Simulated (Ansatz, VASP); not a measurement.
**Two plane-wave programs on MgSnN**

```
Mg Sn N
1.0
     3.80585    0.00000    0.00000
     0.00000    3.80585    0.00000
     0.00000    0.00000    7.58324
Mg Sn N
2 2 2
Cartesian
  1.9029 1.9029 0.0000
  1.9029 1.9029 3.7916
  0.0000 0.0000 5.6874
  0.0000 0.0000 1.8958
  1.9029 0.0000 3.7916
  0.0000 1.9029 0.0000
```

Change from the starting cell: species swapped into the CaNiN type (P4_2/mmc, No. 131).

Alike in both runs: task single point; functional PBE; k mesh 4 × 4 × 2; occupations gaussian, width 0.1 eV; no spin polarisation.

|  | VASP | Ansatz |
| --- | --- | --- |
| version | VASP 6.6.1 | Ansatz 0.2.0 |
| potentials or method | VASP PAW PBE potentials, release 64 (Mg, Sn_d, N), cutoff 520 eV | scalar-relativistic, plane waves, PAW |
| valence electrons in the cell | 42 | 58 |

```tsv
	VASP	Ansatz	Ansatz less VASP
gap on the k mesh at the Fermi level (eV)	none	none	-
pressure (GPa)	3.6	3.6	+0.05
traceless stress, the component that is largest in VASP (GPa)	-5.54	-5.50	+0.042
```

A gap of «none» marks a metal or a gap that the smearing closes. VASP's potentials hold 42 valence electrons a cell and Ansatz's 58, so a difference there can come from the potentials and not from the codes.

The k mesh is coarse, so the values compare programs but aren't converged.
